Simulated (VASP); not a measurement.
Input of a VASP 6.6.1 run:

INCAR

```
SYSTEM = SnTe
PREC = Accurate
ENCUT = 500
EDIFF = 1E-6
ISMEAR = 0
SIGMA = 0.01
LREAL = .False.
LASPH = .True.
NELM = 120
ALGO = Normal
ISIF = 2
LWAVE = .False.
LCHARG = .True.
GGA = PS
LELF = .True.
LVHAR = .True.
NBANDS = 17
GGA_COMPAT = .False.
```

File KPOINTS:

```
regular mesh
0
Gamma
  3 3 3
  0 0 0
```

The input POSCAR:

```
SnTe
1.0
    0.0000000000      3.1508500000      3.1508500000
    3.1508500000      0.0000000000      3.1508500000
    3.1508500000      3.1508500000      0.0000000000
Sn Te
1 1
Direct
    0.0000000000      0.0000000000      0.0000000000
    0.5000000000      0.5000000000      0.5000000000
```

Potentials or basis: VASP PAW PBE potentials, release 64 (Sn_d, Te).

Command:

```bash
$ cat potpaw_PBE.64/Sn_d/POTCAR potpaw_PBE.64/Te/POTCAR > POTCAR
$ mpirun -np 1 vasp_std > vasp.out
```

(1) What does it give for the pressure?

Results:

(1) -0.4 GPa.

Caveat: the k points lie up to 0.58 Å⁻¹ apart; the PAW data sets were made with another functional, which shifts forces and pressure a little.
